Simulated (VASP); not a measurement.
# GaFe3 (Fm-3m) in VASP: notebook

The runs below take GaFe3 through single point, with LDA.

Program: VASP 6.6.1. These are calculated values, not measurements. Logs are shortened: lines on timing, memory, paths and dates and some standing lists are left out, and cuts for length are marked.

### Step 1. The cell of the first run

The structure is cubic, space group Fm-3m (No. 225). The conventional cell has a = 5.783 Å, b = 5.783 Å, c = 5.783 Å, α = 90.00°, β = 90.00°, γ = 90.00°. Within 3.3 Å of Ga (site symmetry m-3m) lie 14 Fe at 2.50 to 2.89 Å. Fe (site symmetry m-3m) has 8 Fe at 2.50 Å and 6 Ga at 2.89 Å within 3.3 Å. Fe (site symmetry -43m) has 4 Ga at 2.50 Å and 10 Fe at 2.50 to 2.89 Å within 3.3 Å.

### Step 2. Single point, LDA, collinear spin, ferromagnetic start

INCAR

```
SYSTEM = GaFe3
PREC = Accurate
ENCUT = 520
EDIFF = 1E-6
ISMEAR = 1
SIGMA = 0.5
LREAL = .FALSE.
LASPH = .TRUE.
NELM = 150
ALGO = Normal
ISIF = 2
LWAVE = .FALSE.
LCHARG = .FALSE.
ISPIN = 2
MAGMOM = 0 3.5 3.5 3.5
LORBIT = 11
LMAXMIX = 4
GGA = CA
NBANDS = 30
```

KPOINTS

```
regular mesh
0
G
  5 5 5
  0 0 0
```

POSCAR

```
GaFe3
1.0
    0.0000000000      2.8915940000      2.8915940000
    2.8915940000      0.0000000000      2.8915940000
    2.8915940000      2.8915940000      0.0000000000
Ga Fe
1 3
Direct
    0.0000000000      0.0000000000      0.0000000000
    0.5000000000      0.5000000000      0.5000000000
    0.7500000000      0.7500000000      0.7500000000
    0.2500000000      0.2500000000      0.2500000000
```

Potentials or basis: VASP PAW LDA potentials, release 64 (Ga_d, Fe).

Command:

```
> cat potpaw_LDA.64/Ga_d/POTCAR potpaw_LDA.64/Fe/POTCAR > POTCAR
> mpirun -np 1 vasp_std > vasp.out
```

OUTCAR:

```text
SYSTEM = GaFe3
   PREC = Accurate
   ENCUT = 520
   EDIFF = 1E-6
   ISMEAR = 1
   LREAL = .FALSE.
   LASPH = .TRUE.
   NELM = 150
   ISIF = 2
   ISPIN = 2
   LORBIT = 11
   GGA = CA

 ion  position               nearest neighbor table
   1  0.000  0.000  0.000-   3 2.50   3 2.50   3 2.50   3 2.50   4 2.50   4 2.50   4 2.50   4 2.50
                             2 2.89   2 2.89   2 2.89   2 2.89   2 2.89   2 2.89
   2  0.500  0.500  0.500-   4 2.50   4 2.50   4 2.50   3 2.50   4 2.50   3 2.50   3 2.50   3 2.50
                             1 2.89   1 2.89   1 2.89   1 2.89   1 2.89   1 2.89
   3  0.750  0.750  0.750-   2 2.50   2 2.50   2 2.50   1 2.50   2 2.50   1 2.50   1 2.50   1 2.50
                             4 2.89   4 2.89   4 2.89   4 2.89   4 2.89   4 2.89
   4  0.250  0.250  0.250-   1 2.50   1 2.50   1 2.50   1 2.50   2 2.50   2 2.50   2 2.50   2 2.50
                             3 2.89   3 2.89   3 2.89   3 2.89   3 2.89   3 2.89

  LATTYP: Found a face centered cubic cell.
 ALAT       =     5.7831880000

  Lattice vectors:

 A1 = (   0.0000000000,   2.8915940000,   2.8915940000)
 A2 = (   2.8915940000,   0.0000000000,   2.8915940000)
 A3 = (   2.8915940000,   2.8915940000,   0.0000000000)

Analysis of symmetry for initial positions (statically):
=====================================================================
 Subroutine PRICEL returns:
 Original cell was already a primitive cell.

 Routine SETGRP: Setting up the symmetry group for a
 face centered cubic supercell.

 Subroutine GETGRP returns: Found 48 space group operations
[... 9 lines left out ...]

 Routine SETGRP: Setting up the symmetry group for a
 face centered cubic supercell.

 Subroutine GETGRP returns: Found 48 space group operations
 (whereof 48 operations were pure point group operations)
 out of a pool of 48 trial point group operations.

The dynamic configuration has the point symmetry O_h .

Analysis of structural, dynamic, and magnetic symmetry:
=====================================================================
 Subroutine PRICEL returns:
 Original cell was already a primitive cell.

 Routine SETGRP: Setting up the symmetry group for a
 face centered cubic supercell.

 Subroutine GETGRP returns: Found 48 space group operations
 (whereof 48 operations were pure point group operations)
 out of a pool of 48 trial point group operations.

The overall configuration has the point symmetry O_h .

 Subroutine INISYM returns: Found 48 space group operations
[... 5 lines left out ...]
                                     Primitive cell

  volume of cell :      48.3551

  direct lattice vectors                    reciprocal lattice vectors
     0.000000000  2.891594000  2.891594000    -0.172915008  0.172915008  0.172915008
     2.891594000  0.000000000  2.891594000     0.172915008 -0.172915008  0.172915008
     2.891594000  2.891594000  0.000000000     0.172915008  0.172915008 -0.172915008

  length of vectors
     4.089331452  4.089331452  4.089331452     0.299497579  0.299497579  0.299497579

  position of ions in fractional coordinates (direct lattice)
     0.000000000  0.000000000  0.000000000
     0.500000000  0.500000000  0.500000000
     0.750000000  0.750000000  0.750000000
     0.250000000  0.250000000  0.250000000

  ion indices of the primitive-cell ions
   primitive index   ion index
                 1           1
                 2           2
                 3           3
                 4           4

----------------------------------------------------------------------------------------

 KPOINTS: regular mesh

Automatic generation of k-mesh.
 Grid dimensions read from file:
 generate k-points for:    5    5    5

 Generating k-lattice:

  Cartesian coordinates                     Fractional coordinates (reciprocal lattice)
    -0.034583002  0.034583002  0.034583002     0.200000000  0.000000000  0.000000000
     0.034583002 -0.034583002  0.034583002     0.000000000  0.200000000  0.000000000
     0.034583002  0.034583002 -0.034583002     0.000000000  0.000000000  0.200000000

  Length of vectors
     0.059899516  0.059899516  0.059899516

  Shift w.r.t. Gamma in fractional coordinates (k-lattice)
     0.000000000  0.000000000  0.000000000

 Subroutine IBZKPT returns following result:
 ===========================================

 Found     10 irreducible k-points:

 Following reciprocal coordinates:
            Coordinates               Weight
  0.000000  0.000000  0.000000      1.000000
  0.200000  0.000000  0.000000      8.000000
  0.400000  0.000000  0.000000      8.000000
  0.200000  0.200000  0.000000      6.000000
  0.400000  0.200000  0.000000     24.000000
 -0.400000  0.200000  0.000000     24.000000
 -0.200000  0.200000  0.000000     12.000000
  0.400000  0.400000  0.000000      6.000000
 -0.400000  0.400000  0.000000     12.000000
 -0.400000  0.400000  0.200000     24.000000
   k-points           NKPTS =     10   k-points in BZ     NKDIM =     10   number of bands    NBANDS=     30
   number of dos      NEDOS =    301   number of ions     NIONS =      4
   total plane-waves  NPLWV =  27000
   dimension x,y,z NGX =    30 NGY =   30 NGZ =   30
   dimension x,y,z NGXF=    60 NGYF=   60 NGZF=   60
   ions per type =               1   3
   NGX,Y,Z   is equivalent  to a cutoff of  12.20, 12.20, 12.20 a.u.
   NGXF,Y,Z  is equivalent  to a cutoff of  24.39, 24.39, 24.39 a.u.
 SYSTEM =  GaFe3
   PREC   = accura    normal or accurate (medium, high low for compatibility)
   ISTART =      0    job   : 0-new  1-cont  2-samecut
   ICHARG =      2    charge: 1-file 2-atom 10-const
   ISPIN  =      2    spin polarized calculation?
   LNONCOLLINEAR =      F non collinear calculations
   LSORBIT =      F    spin-orbit coupling
   LASPH  =      T    aspherical Exc in radial PAW
   ENCUT  =  520.0 eV  38.22 Ry    6.18 a.u.   7.60  7.60  7.60*2*pi/ulx,y,z
   NELM   =    150;   NELMIN=  2; NELMDL= -5     # of ELM steps
   EDIFF  = 0.1E-05   stopping-criterion for ELM
   LREAL  =      F    real-space projection
   EDIFFG = 0.1E-04   stopping-criterion for IOM
   NSW    =      0    number of steps for IOM
   IBRION =     -1    ionic relax: 0-MD 1-quasi-New 2-CG
   NFREE  =      0    steps in history (QN), initial steepest desc. (CG)
   ISIF   =      2    stress and relaxation
   ISYM   =      2    0-nonsym 1-usesym 2-fastsym
   POTIM  = 0.5000    time-step for ionic-motion
   TEBEG  =    0.0;   TEEND  =   0.0 temperature during run
   PSTRESS=    0.0 pullay stress
   NELECT =      37.0000    total number of electrons
   NUPDOWN=      -1.0000    fix difference up-down
   EMIN   =  10.00;   EMAX   =-10.00  energy-range for DOS
   EFERMI =   0.00;   METHOD = LEGACY
   ISMEAR =     1;   SIGMA  =   0.50  broadening in eV -4-tet -1-fermi 0-gaus
   EFERMI_NEDOS =   21; number of points for ismear=-14 and -15
   IALGO  =     38    algorithm
   IMIX   =      4    mixing-type and parameters
     AMIX     =   0.40;   BMIX     =  1.00
     AMIX_MAG =   1.60;   BMIX_MAG =  1.00
  volume/ion in A,a.u.               =      12.09        81.58
  Fermi-wavevector in a.u.,A,eV,Ry     =   1.497366  2.829612 30.505707  2.242106
  Thomas-Fermi vector in A             =   2.609264
   LORBIT       =     11    0 simple, 1 ext, 2 COOP (PROOUT), +10 PAW based schemes
   GGA     = CA    functional components
   LHFCALC =     F    Hartree Fock is set to
   AEXX    =    0.0000 exact exchange contribution
   IVDW    =     0    specifies the selected vdW correction
   LEPSILON=     F    determine dielectric tensor
   LRPA    =     F    only Hartree local field effects (RPA)
 spin polarized calculation
 Methfessel and Paxton  Order N= 1 SIGMA  =   0.50
  energy-cutoff  :      520.00
  volume of cell :       48.36
 maximum number of plane-waves:      1326
 NGX is ok and might be reduce to    30
   NGX = 15   NGY = 15   NGZ = 15

 number of electron      37.0000000 magnetization      10.5000000

 number of electron      37.0000015 magnetization       5.9418911

 Free energy of the ion-electron system (eV)
  ---------------------------------------------------
  ext. energy  EPLUGINS =         0.00000000
  ---------------------------------------------------
  free energy    TOTEN  =       -31.54023049 eV

  energy without entropy =      -31.56049542  energy(sigma->0) =      -31.54698547

 E-fermi :   6.2750     XC(G=0): -13.2493

 val. band max:        6.2130848992   @ k =   0.4000   0.0000   0.0000
 cond. band min:       6.2842055106   @ k =   0.4000   0.0000   0.0000
 fundamental gap:      0.0711206114
 Fermi energy:         6.2750107157

 spin component 1

 k-point     1 :       0.0000    0.0000    0.0000
  band No.  band energies     occupation
      1      -8.2243      1.00000
      2      -8.2243      1.00000
      3      -8.2243      1.00000
      4      -8.1777      1.00000
      5      -8.1777      1.00000
      6      -3.9412      1.00000
[... 319 lines left out ...]
     29      18.2039      0.00000
     30      18.4778      0.00000
 Fermi energy:         6.2750107157

 spin component 2

 k-point     1 :       0.0000    0.0000    0.0000
  band No.  band energies     occupation
      1      -8.2325      1.00000
      2      -8.2325      1.00000
      3      -8.2325      1.00000
      4      -8.1945      1.00000
      5      -8.1945      1.00000
      6      -3.7873      1.00000
[... 319 lines left out ...]
     29      18.5648      0.00000
     30      18.9533      0.00000

------------------------ aborting loop because EDIFF is reached ----------------------------------------

  FORCE on cell =-STRESS in cart. coord.  units (eV):
  Direction    XX          YY          ZZ          XY          YZ          ZX
  --------------------------------------------------------------------------------------
  -------------------------------------------------------------------------------------
  Total       -5.3123418     -5.3123418     -5.3123418     -0.0000000     -0.0000000      0.0000000
  in kB     -176.0170165   -176.0170165   -176.0170165     -0.0000000     -0.0000000      0.0000000
  external PRESSURE =    -176.0170165 kB  Pullay stress =       0.0000000 kB

 VOLUME and BASIS-vectors are now :
 -----------------------------------------------------------------------------
  energy-cutoff  :      520.00
  volume of cell :       48.36
      direct lattice vectors                 reciprocal lattice vectors
     0.000000000  2.891594000  2.891594000    -0.172915008  0.172915008  0.172915008
     2.891594000  0.000000000  2.891594000     0.172915008 -0.172915008  0.172915008
     2.891594000  2.891594000  0.000000000     0.172915008  0.172915008 -0.172915008

 POSITION                                       TOTAL-FORCE (eV/Angst)
 -----------------------------------------------------------------------------------
      0.00000      0.00000      0.00000         0.000000      0.000000      0.000000
      2.89159      2.89159      2.89159         0.000000      0.000000      0.000000
      4.33739      4.33739      4.33739         0.000000      0.000000     -0.000000
      1.44580      1.44580      1.44580        -0.000000     -0.000000     -0.000000
 -----------------------------------------------------------------------------------
    total drift:                                0.000000     -0.000000     -0.000000

  FREE ENERGIE OF THE ION-ELECTRON SYSTEM (eV)
  ---------------------------------------------------
  free  energy   TOTEN  =       -31.5402304946 eV

  energy  without entropy=      -31.5604954210  energy(sigma->0) =      -31.54698547

 total charge

# of ion       s       p       d       tot
------------------------------------------
    1        0.880   0.918  10.032  11.830
    2        0.463   0.481   6.243   7.187
    3        0.415   0.485   6.347   7.247
    4        0.415   0.485   6.347   7.247
--------------------------------------------------
tot          2.172   2.370  28.969  33.511

 magnetization (x)

# of ion       s       p       d       tot
------------------------------------------
    1       -0.007  -0.076   0.001  -0.082
    2       -0.010  -0.028   2.398   2.360
    3       -0.007  -0.026   1.852   1.818
    4       -0.007  -0.026   1.852   1.818
--------------------------------------------------
tot         -0.032  -0.156   6.102   5.914
```

Run time: 22 s. Hardware: 1 thread of AMD EPYC 9R45 (Zen 5), shared host; peak memory 0.14 GiB.

What came out:

```
Free energy                                           : -31.5402 eV
Pressure                                              : -17.6 GPa
Net moment                                            : 5.94 μB per cell
Site moments                                          : Ga -0.08; Fe +2.36, +1.82 μB
Valence electrons inside the program's atomic spheres : Ga 11.83; Fe 7.19, 7.25
```

Caveat: the k points lie up to 0.38 Å⁻¹ apart.

### Step 3. Single point, LDA, collinear spin, ferromagnetic start

INCAR

```
SYSTEM = GaFe3
PREC = Accurate
ENCUT = 520
EDIFF = 1E-6
ISMEAR = 1
SIGMA = 0.3
LREAL = .False.
LASPH = .True.
NELM = 150
ALGO = Normal
ISIF = 2
LWAVE = .False.
LCHARG = .False.
ISPIN = 2
MAGMOM = 0 3.5 3.5 3.5
LORBIT = 11
LMAXMIX = 4
NBANDS = 30
```

KPOINTS

```
regular mesh
0
Gamma
  5 5 5
  0 0 0
```

POSCAR is that of step 2.

Potentials or basis: VASP PAW LDA potentials, release 64 (Ga_d, Fe).

Command:

```
> cat potpaw_LDA.64/Ga_d/POTCAR potpaw_LDA.64/Fe/POTCAR > POTCAR
> mpirun -np 1 vasp_std > vasp.out
```

It took 18 s on 1 thread of AMD EPYC 9R45 (Zen 5), shared host; peak memory 0.14 GiB.

Results (log left out):

```
Free energy                                           : -31.5522 eV
Pressure                                              : -17.8 GPa
Net moment                                            : 5.91 μB per cell
Site moments                                          : Ga -0.08; Fe +2.36, +1.80 μB
Valence electrons inside the program's atomic spheres : Ga 11.83; Fe 7.19, 7.25
```

Levels at points of the mesh, in eV from the Fermi level:
Spin up:
| k point | band 18 | band 19 | band 20 | band 21 | band 22 | band 23 | band 24 | band 25 |
| --- | --- | --- | --- | --- | --- | --- | --- | --- |
| (0.00, 0.00, 0.00) | -0.65 | -0.65 | -0.44 | -0.44 | 4.54 | 5.40 | 5.40 | 5.40 |
Spin down:
```csv
k point,band 13,band 14,band 15,band 16,band 17,band 18
"(0.00, 0.00, 0.00)",-1.13,-1.13,0.97,0.97,0.97,1.34
```

Caveat: the k points lie up to 0.38 Å⁻¹ apart.

### Step 4. Single point, LDA, collinear spin, ferromagnetic start

INCAR

```
SYSTEM = GaFe3
PREC = Accurate
ENCUT = 520
EDIFF = 1E-6
ISMEAR = 1
SIGMA = 0.2
LREAL = .FALSE.
LASPH = .TRUE.
NELM = 150
ALGO = Normal
ISIF = 2
LWAVE = .FALSE.
LCHARG = .TRUE.
ISPIN = 2
MAGMOM = 0 3.5 3.5 3.5
LORBIT = 11
LMAXMIX = 4
GGA = CA
LELF = .TRUE.
LVHAR = .TRUE.
NBANDS = 30
```

KPOINTS

```
regular mesh
0
G
  5 5 5
  0 0 0
```

POSCAR is that of step 3.

Command:

```
> cat potpaw_LDA.64/Ga_d/POTCAR potpaw_LDA.64/Fe/POTCAR > POTCAR
> mpirun -np 1 vasp_std > vasp.out
```

Run time: 20 s. Hardware: 1 thread of AMD EPYC 9R45 (Zen 5), shared host; peak memory 0.14 GiB.

Results (log left out):

- Free energy: -31.5586 eV
- Pressure: -18.0 GPa
- Net moment: 5.86 μB per cell
- Site moments: Ga -0.08; Fe +2.36, +1.78 μB
- Valence electrons inside the program's atomic spheres: Ga 11.83; Fe 7.19, 7.25

Levels at points of the mesh, in eV from the Fermi level:
Spin up:
| k point | band 17 | band 18 | band 19 | band 20 | band 21 | band 22 | band 23 | band 24 | band 25 | band 26 |
| --- | --- | --- | --- | --- | --- | --- | --- | --- | --- | --- |
| (0.00, 0.00, 0.00) | -0.62 | -0.62 | -0.62 | -0.40 | -0.40 | 4.57 | 5.43 | 5.43 | 5.43 | 6.39 |
Spin down:
```
           k point  band 12  band 13  band 14  band 15  band 16  band 17  band 18  band 19
(0.00, 0.00, 0.00)    -1.10    -1.10    -1.10     0.99     0.99     0.99     1.35     1.35
```

Caveat: the k points lie up to 0.38 Å⁻¹ apart.

[end of part 1 of 2]
